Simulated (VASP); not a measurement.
Set up this calculation in VASP 6.6.1, as the native input.

| Quantity | Value |
| --- | --- |
| Task | single point |
| Functional | PBE |
| Potentials or basis | VASP PAW PBE potentials, release 64 (Na_pv, I) |
| Cutoff | 520 eV |
| k mesh | 6 × 6 × 6 |
| Occupations | gaussian, width 0.05 eV |
| Spin | no spin polarisation |
| Dipole correction | no |
| Further INCAR settings | ALGO = Normal; EDIFF = 1e-07; NBANDS = 14 |

The structure of NaI lies in POSCAR:

```
NaI
1.0
    0.0040455000      3.2364000000      3.2364000000
    3.2404455000      0.0000000000      3.2404455000
    3.2364000000      3.2364000000      0.0040455000
Na I
1 1
Direct
    0.0000000000      0.0000000000      0.0000000000
    0.5000000000      0.5000000000      0.5000000000
```

This cell differs from its parent crystal: strain +0.0025 x Voigt [0, 0, 0, 0, 1, 0].

One way to write it, as run:

INCAR

```
SYSTEM = NaI
PREC = Accurate
ENCUT = 520
EDIFF = 1E-7
ISMEAR = 0
SIGMA = 0.05
LREAL = .False.
LASPH = .True.
NELM = 60
ALGO = Normal
ISIF = 2
LWAVE = .False.
LCHARG = .False.
GGA = PE
NBANDS = 14
```

KPOINTS

```
Automatic mesh
0
Gamma
  6 6 6
  0 0 0
```

Potentials or basis: VASP PAW PBE potentials, release 64 (Na_pv, I).

Launch:

```bash
$ cat potpaw_PBE.64/Na_pv/POTCAR potpaw_PBE.64/I/POTCAR > POTCAR
$ mpirun -np 1 vasp_std > vasp.out
```

Results of the run:

```json
{
  "Pressure": "0.4 GPa",
  "Band gap on the k mesh": "3.64 eV"
}
```

Caveat: the cell differs from its parent crystal (strain +0.0025 x Voigt [0, 0, 0, 0, 1, 0]); spin-orbit coupling is left out, which moves the levels of the heavy elements.

Run time: 29 s on 1 thread of Intel(R) Xeon(R) Platinum 8488C (Sapphire Rapids), with other jobs on the host, peak memory 0.22 GiB.
